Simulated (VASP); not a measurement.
A run of VASP 6.6.1 is set up as follows.

Contents of INCAR:

```
SYSTEM = Re
PREC = Accurate
ENCUT = 520
EDIFF = 1E-6
ISMEAR = 0
SIGMA = 0.05
LREAL = .FALSE.
LASPH = .TRUE.
NELM = 150
ALGO = Normal
ISIF = 2
LWAVE = .FALSE.
LCHARG = .TRUE.
MAGMOM = 0 0 0 0 0 0
LORBIT = 11
LSORBIT = .TRUE.
GGA_COMPAT = .FALSE.
LORBMOM = .TRUE.
LMAXMIX = 4
GGA = PE
LVHAR = .TRUE.
NBANDS = 26
```

File KPOINTS:

```
Automatic mesh
0
G
  10 10 6
  0 0 0
```

File POSCAR:

```
Re
1.0
    2.7599992389      0.0000000000      0.0000000000
   -1.3799996195      2.3902294553      0.0000000000
    0.0000000000      0.0000000000      4.4573987709
Re
2
Direct
    0.3333333333      0.6666666667      0.7500000000
    0.6666666667      0.3333333333      0.2500000000
```

Potentials or basis: VASP PAW PBE potentials, release 64 (Re).

The run is started by

```console
$ cat potpaw_PBE.64/Re/POTCAR > POTCAR
$ mpirun -np 1 vasp_ncl > vasp.out
```

Q: Predict the pressure.

A: 6.6 GPa.

Q: Estimate the net moment.

A: 0.00 μB per cell.

Stress tensor (GPa, compression positive):
```
6.63 0.00 0.00
0.00 6.63 0.00
0.00 0.00 6.42
```
